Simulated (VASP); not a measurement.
Au, 1 atom in the cell. The structure is tetragonal, space group I4/mmm (No. 139). The conventional cell has a = 2.849 Å, b = 2.849 Å, c = 4.091 Å, α = 90.00°, β = 90.00°, γ = 90.00°. Within 3.8 Å of Au (site symmetry 4/mmm) lie 12 Au at 2.85 to 2.87 Å.  This cell differs from its parent crystal: strain -0.015 along x and y, +0.000 along z.

* Program: VASP 6.6.1
* Task: single point
* Functional: PBEsol
* Potentials or basis: VASP PAW PBE potentials, release 64 (Au)
* Cutoff: 520 eV
* k mesh: 20 × 20 × 20
* Occupations: gaussian, width 0.15 eV
* Spin: no spin polarisation
* Dipole correction: no
* Further INCAR settings: ALGO = Normal; EDIFF = 1e-06; NBANDS = 12

Potentials or basis: VASP PAW PBE potentials, release 64 (Au).

The run is started by

```console
$ cat potpaw_PBE.64/Au/POTCAR > POTCAR
$ mpirun -np 1 vasp_std > vasp.out
```

Hardware: 1 thread of Intel(R) Xeon(R) Platinum 8488C (Sapphire Rapids), on a shared host.

Problem. How long does it take, and how much memory?

Solution. Run time: 49 s on 1 thread of Intel(R) Xeon(R) Platinum 8488C (Sapphire Rapids) (shared host), peak memory 0.24 GiB. Counts: scf iterations 11, k points 641.
